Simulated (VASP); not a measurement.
# GaAs (F-43m) in VASP: single point with HSE06

Aim: the single point of GaAs with HSE06.

All numbers are computed with VASP 6.6.1; they aren't measurements. Logs are shortened: lines on timing, memory, paths and dates and some standing lists are left out, and cuts for length are marked.

### Step 1. The cell of the first run

The structure is cubic, space group F-43m (No. 216). Conventional cell: a = 5.660 Å, b = 5.660 Å, c = 5.660 Å, α = 90.00°, β = 90.00°, γ = 90.00°. Within 3.2 Å of Ga (site symmetry -43m) lie 4 As at 2.45 Å. As (site symmetry -43m) has 4 Ga at 2.45 Å within 3.2 Å.

### Step 2. Single point, HSE06

Contents of POSCAR:

```
GaAs
1.0
    0.0000000000      2.8300000000      2.8300000000
    2.8300000000      0.0000000000      2.8300000000
    2.8300000000      2.8300000000      0.0000000000
Ga As
1 1
Direct
    0.0000000000      0.0000000000      0.0000000000
    0.2500000000      0.2500000000      0.2500000000
```

Contents of INCAR.step1:

```
SYSTEM = GaAs
PREC = Accurate
ENCUT = 520
EDIFF = 1E-5
ISMEAR = -1
SIGMA = 0.05
LREAL = .FALSE.
LASPH = .TRUE.
NELM = 100
ALGO = Normal
ISIF = 2
LWAVE = .TRUE.
LCHARG = .FALSE.
GGA = PE
NBANDS = 16
KPAR = 4
```

Contents of INCAR.step2:

```
SYSTEM = GaAs
PREC = Accurate
ENCUT = 520
EDIFF = 1E-6
ISMEAR = -1
SIGMA = 0.05
LREAL = .FALSE.
LASPH = .TRUE.
NELM = 100
ALGO = Normal
ISIF = 2
LWAVE = .FALSE.
LCHARG = .FALSE.
GGA = PE
LHFCALC = .TRUE.
HFSCREEN = 0.2079
PRECFOCK = Normal
ISTART = 1
NBANDS = 16
KPAR = 4
```

Contents of KPOINTS:

```
regular mesh
0
G
  7 7 7
  0 0 0
```

Potentials or basis: VASP PAW PBE potentials, release 64 (Ga_d, As).

Started as:

```sh
> cat potpaw_PBE.64/Ga_d/POTCAR potpaw_PBE.64/As/POTCAR > POTCAR
> cp INCAR.step1 INCAR
> mpirun -np 4 vasp_std > vasp.out
> cp INCAR.step2 INCAR
> mpirun -np 4 vasp_std > vasp.out
```

OUTCAR:

```text
SYSTEM = GaAs
   PREC = Accurate
   ENCUT = 520
   EDIFF = 1E-6
   ISMEAR = -1
   LREAL = .FALSE.
   LASPH = .TRUE.
   NELM = 100
   ISIF = 2
   GGA = PE
   LHFCALC = .TRUE.
   HFSCREEN = 0.2079
   PRECFOCK = Normal
   ISTART = 1

 ion  position               nearest neighbor table
   1  0.000  0.000  0.000-   2 2.45   2 2.45   2 2.45   2 2.45
   2  0.250  0.250  0.250-   1 2.45   1 2.45   1 2.45   1 2.45

  LATTYP: Found a face centered cubic cell.
 ALAT       =     5.6600000000

  Lattice vectors:

 A1 = (   0.0000000000,   2.8300000000,   2.8300000000)
 A2 = (   2.8300000000,   0.0000000000,   2.8300000000)
 A3 = (   2.8300000000,   2.8300000000,   0.0000000000)

Analysis of symmetry for initial positions (statically):
=====================================================================
 Subroutine PRICEL returns:
 Original cell was already a primitive cell.

 Routine SETGRP: Setting up the symmetry group for a
 face centered cubic supercell.

 Subroutine GETGRP returns: Found 24 space group operations
 (whereof 24 operations were pure point group operations)
 out of a pool of 48 trial point group operations.

The static configuration has the point symmetry T_d .

Analysis of symmetry for dynamics (positions and initial velocities):
=====================================================================
 Subroutine PRICEL returns:
 Original cell was already a primitive cell.

 Routine SETGRP: Setting up the symmetry group for a
 face centered cubic supercell.

 Subroutine GETGRP returns: Found 24 space group operations
 (whereof 24 operations were pure point group operations)
 out of a pool of 48 trial point group operations.

The dynamic configuration has the point symmetry T_d .

 Subroutine INISYM returns: Found 24 space group operations
 (whereof 24 operations are pure point group operations),
 and found     1 'primitive' translations

----------------------------------------------------------------------------------------

                                     Primitive cell

  volume of cell :      45.3304

  direct lattice vectors                    reciprocal lattice vectors
     0.000000000  2.830000000  2.830000000    -0.176678445  0.176678445  0.176678445
     2.830000000  0.000000000  2.830000000     0.176678445 -0.176678445  0.176678445
     2.830000000  2.830000000  0.000000000     0.176678445  0.176678445 -0.176678445

  length of vectors
     4.002224382  4.002224382  4.002224382     0.306016044  0.306016044  0.306016044

  position of ions in fractional coordinates (direct lattice)
     0.000000000  0.000000000  0.000000000
     0.250000000  0.250000000  0.250000000

  ion indices of the primitive-cell ions
   primitive index   ion index
                 1           1
                 2           2

----------------------------------------------------------------------------------------

 KPOINTS: regular mesh

Automatic generation of k-mesh.
 Grid dimensions read from file:
 generate k-points for:    7    7    7

 Generating k-lattice:

  Cartesian coordinates                     Fractional coordinates (reciprocal lattice)
    -0.025239778  0.025239778  0.025239778     0.142857143  0.000000000  0.000000000
     0.025239778 -0.025239778  0.025239778     0.000000000  0.142857143  0.000000000
     0.025239778  0.025239778 -0.025239778     0.000000000  0.000000000  0.142857143

  Length of vectors
     0.043716578  0.043716578  0.043716578

  Shift w.r.t. Gamma in fractional coordinates (k-lattice)
     0.000000000  0.000000000  0.000000000

 Subroutine IBZKPT returns following result:
 ===========================================

 Found     20 irreducible k-points:

 Following reciprocal coordinates:
            Coordinates               Weight
  0.000000  0.000000  0.000000      1.000000
  0.142857  0.000000  0.000000      8.000000
  0.285714  0.000000  0.000000      8.000000
  0.428571  0.000000  0.000000      8.000000
  0.142857  0.142857  0.000000      6.000000
  0.285714  0.142857  0.000000     24.000000
[... 12 lines left out ...]
 -0.428571  0.428571  0.142857     24.000000
 -0.285714  0.428571  0.142857     24.000000
   k-points           NKPTS =     20   k-points in BZ     NKDIM =    343   number of bands    NBANDS=     16
   number of dos      NEDOS =    301   number of ions     NIONS =      2
   total plane-waves  NPLWV =  27000
   dimension x,y,z NGX =    30 NGY =   30 NGZ =   30
   dimension x,y,z NGXF=    60 NGYF=   60 NGZF=   60
   ions per type =               1   1
   NGX,Y,Z   is equivalent  to a cutoff of  12.46, 12.46, 12.46 a.u.
   NGXF,Y,Z  is equivalent  to a cutoff of  24.92, 24.92, 24.92 a.u.
 SYSTEM =  GaAs
   PREC   = accura    normal or accurate (medium, high low for compatibility)
   ISTART =      1    job   : 0-new  1-cont  2-samecut
   ICHARG =      0    charge: 1-file 2-atom 10-const
   ISPIN  =      1    spin polarized calculation?
   LNONCOLLINEAR =      F non collinear calculations
   LSORBIT =      F    spin-orbit coupling
   LASPH  =      T    aspherical Exc in radial PAW
   ENCUT  =  520.0 eV  38.22 Ry    6.18 a.u.   7.44  7.44  7.44*2*pi/ulx,y,z
   NELM   =    100;   NELMIN=  2; NELMDL=  0     # of ELM steps
   EDIFF  = 0.1E-05   stopping-criterion for ELM
   LREAL  =      F    real-space projection
   EDIFFG = 0.1E-04   stopping-criterion for IOM
   NSW    =      0    number of steps for IOM
   IBRION =     -1    ionic relax: 0-MD 1-quasi-New 2-CG
   NFREE  =      0    steps in history (QN), initial steepest desc. (CG)
   ISIF   =      2    stress and relaxation
   ISYM   =      3    0-nonsym 1-usesym 2-fastsym
   POTIM  = 0.5000    time-step for ionic-motion
   TEBEG  =    0.0;   TEEND  =   0.0 temperature during run
   PSTRESS=    0.0 pullay stress
   NELECT =      18.0000    total number of electrons
   NUPDOWN=      -1.0000    fix difference up-down
   EMIN   =  10.00;   EMAX   =-10.00  energy-range for DOS
   EFERMI =   0.00;   METHOD = LEGACY
   ISMEAR =    -1;   SIGMA  =   0.05  broadening in eV -4-tet -1-fermi 0-gaus
   EFERMI_NEDOS =   21; number of points for ismear=-14 and -15
   IALGO  =     38    algorithm
   IMIX   =      1    mixing-type and parameters
     AMIX     =   0.40;   BMIX     =  1.00
     AMIX_MAG =   1.60;   BMIX_MAG =  1.00
  volume/ion in A,a.u.               =      22.67       152.95
  Fermi-wavevector in a.u.,A,eV,Ry     =   1.203287  2.273883 19.699871  1.447900
  Thomas-Fermi vector in A             =   2.339045
   LORBIT       =      0    0 simple, 1 ext, 2 COOP (PROOUT), +10 PAW based schemes
   GGA     = PE    functional components
   LHFCALC =     T    Hartree Fock is set to
   PRECFOCK=normal    Normal, Fast or Accurate (Low or Medium for compatibility)
   ENCUT4O =  -1.0   cutoff for four orbital integrals eV
   NKREDX  =     1    reduce k-point grid by
   NKREDY  =     1    reduce k-point grid by
   NKREDZ  =     1    reduce k-point grid by
   AEXX    =    0.2500 exact exchange contribution
   HFSCREEN=    0.2079 screening length (either q_TF or 0.3 A-1)
   HFSCREENC=   0.2079 screening length for correlation (either q_TF or 0.3 A-1)
   ENCUTFOCK=  -1.0 apply spherical cutoff to Coloumb kernel
   IVDW    =     0    specifies the selected vdW correction
   LEPSILON=     F    determine dielectric tensor
   LRPA    =     F    only Hartree local field effects (RPA)
 non-spin polarized calculation
  energy-cutoff  :      520.00
  volume of cell :       45.33
 maximum number of plane-waves:      1243
 NGX is ok and might be reduce to    30
  NGX = 24; NGY = 24; NGZ = 24

 number of electron      17.9999992 magnetization

 Free energy of the ion-electron system (eV)
  ---------------------------------------------------
  ext. energy  EPLUGINS =         0.00000000
  ---------------------------------------------------
  free energy    TOTEN  =        -9.85824785 eV

  energy without entropy =       -9.85824783  energy(sigma->0) =       -9.85824784

 E-fermi :   4.1943     XC(G=0):  -7.9567

 val. band max:        3.4765504946   @ k =   0.0000   0.0000   0.0000
 cond. band min:       4.8569294492   @ k =   0.0000   0.0000   0.0000
 fundamental gap:      1.3803789545
 Fermi energy:         4.1943018015

 k-point     1 :       0.0000    0.0000    0.0000
  band No.  band energies     occupation
      1     -13.8864      2.00000
      2     -13.8864      2.00000
      3     -13.8864      2.00000
      4     -13.8063      2.00000
      5     -13.8063      2.00000
      6     -10.4632      2.00000
[... 8 lines left out ...]
     15      14.5590      0.00000
     16      14.5590      0.00000

 k-point     2 :       0.1429    0.0000    0.0000
  band No.  band energies     occupation
      1     -13.8968      2.00000
      2     -13.8823      2.00000
      3     -13.8823      2.00000
      4     -13.8065      2.00000
      5     -13.8065      2.00000
      6     -10.2098      2.00000
[... 8 lines left out ...]
     15      13.5412      0.00000
     16      13.5412      0.00000

 k-point     3 :       0.2857    0.0000    0.0000
  band No.  band energies     occupation
      1     -13.9192      2.00000
      2     -13.8742      2.00000
      3     -13.8742      2.00000
      4     -13.8060      2.00000
      5     -13.8060      2.00000
      6      -9.5143      2.00000
[... 8 lines left out ...]
     15      13.6337      0.00000
     16      13.6337      0.00000

 k-point     4 :       0.4286    0.0000    0.0000
  band No.  band energies     occupation
      1     -13.9364      2.00000
      2     -13.8690      2.00000
      3     -13.8690      2.00000
      4     -13.8042      2.00000
      5     -13.8042      2.00000
      6      -8.7106      2.00000
[... 8 lines left out ...]
     15      15.5476      0.00000
     16      15.5476      0.00000

 k-point     5 :       0.1429    0.1429    0.0000
  band No.  band energies     occupation
      1     -13.9043      2.00000
      2     -13.8784      2.00000
      3     -13.8784      2.00000
      4     -13.8096      2.00000
      5     -13.8043      2.00000
      6     -10.1247      2.00000
[... 8 lines left out ...]
     15      13.7266      0.00000
     16      14.9068      0.00000

 k-point     6 :       0.2857    0.1429    0.0000
  band No.  band energies     occupation
      1     -13.9225      2.00000
      2     -13.8714      2.00000
      3     -13.8698      2.00000
      4     -13.8119      2.00000
      5     -13.8026      2.00000
      6      -9.5702      2.00000
[... 8 lines left out ...]
     15      14.9136      0.00000
     16      14.9331      0.00000
[... 191 lines left out ...]
 k-point    17 :       0.4286    0.2857    0.1429
  band No.  band energies     occupation
      1     -13.9381      2.00000
      2     -13.8648      2.00000
      3     -13.8612      2.00000
      4     -13.8143      2.00000
      5     -13.8016      2.00000
      6      -8.9321      2.00000
[... 8 lines left out ...]
     15      16.0603      0.00000
     16      16.6883      0.00000

 k-point    18 :      -0.4286    0.2857    0.1429
  band No.  band energies     occupation
      1     -13.9474      2.00000
      2     -13.8627      2.00000
      3     -13.8551      2.00000
      4     -13.8128      2.00000
      5     -13.8031      2.00000
      6      -8.2157      2.00000
[... 8 lines left out ...]
     15      15.6908      0.00000
     16      17.0087      0.00000

 k-point    19 :      -0.4286    0.4286    0.1429
  band No.  band energies     occupation
      1     -13.9585      2.00000
      2     -13.8539      2.00000
      3     -13.8468      2.00000
      4     -13.8207      2.00000
      5     -13.7994      2.00000
      6      -7.9084      2.00000
[... 8 lines left out ...]
     15      16.6100      0.00000
     16      18.1773      0.00000

 k-point    20 :      -0.2857    0.4286    0.1429
  band No.  band energies     occupation
      1     -13.9549      2.00000
      2     -13.8587      2.00000
      3     -13.8474      2.00000
      4     -13.8163      2.00000
      5     -13.8028      2.00000
      6      -7.7680      2.00000
[... 8 lines left out ...]
     15      15.9943      0.00000
     16      18.4810      0.00000

------------------------ aborting loop because EDIFF is reached ----------------------------------------

  FORCE on cell =-STRESS in cart. coord.  units (eV):
  Direction    XX          YY          ZZ          XY          YZ          ZX
  --------------------------------------------------------------------------------------
  -------------------------------------------------------------------------------------
  Total        0.2064427      0.2064427      0.2064427     -0.0000000     -0.0000000     -0.0000000
  in kB        7.2966051      7.2966051      7.2966051     -0.0000000     -0.0000000     -0.0000000
  external PRESSURE =       7.2966051 kB  Pullay stress =       0.0000000 kB

 VOLUME and BASIS-vectors are now :
 -----------------------------------------------------------------------------
  energy-cutoff  :      520.00
  volume of cell :       45.33
      direct lattice vectors                 reciprocal lattice vectors
     0.000000000  2.830000000  2.830000000    -0.176678445  0.176678445  0.176678445
     2.830000000  0.000000000  2.830000000     0.176678445 -0.176678445  0.176678445
     2.830000000  2.830000000  0.000000000     0.176678445  0.176678445 -0.176678445

 POSITION                                       TOTAL-FORCE (eV/Angst)
 -----------------------------------------------------------------------------------
      0.00000      0.00000      0.00000         0.000000      0.000000      0.000000
      1.41500      1.41500      1.41500        -0.000000     -0.000000     -0.000000
 -----------------------------------------------------------------------------------
    total drift:                               -0.000030     -0.000026     -0.000019

  FREE ENERGIE OF THE ION-ELECTRON SYSTEM (eV)
  ---------------------------------------------------
  free  energy   TOTEN  =        -9.8582478488 eV

  energy  without entropy=       -9.8582478335  energy(sigma->0) =       -9.85824784
```

Wall time 32 min (4 MPI ranks of Oxide Virtual Turin-like, shared host); peak memory 0.28 GiB.

Results:

| Item | Value |
| --- | --- |
| Free energy | -9.8582 eV |
| Pressure | 0.7 GPa |
| Band gap on the k mesh | 1.38 eV |

Caveat: the PAW data sets were made with another functional, which shifts forces and pressure a little; an odd mesh through Γ misses points on the zone boundary, where band edges can lie.
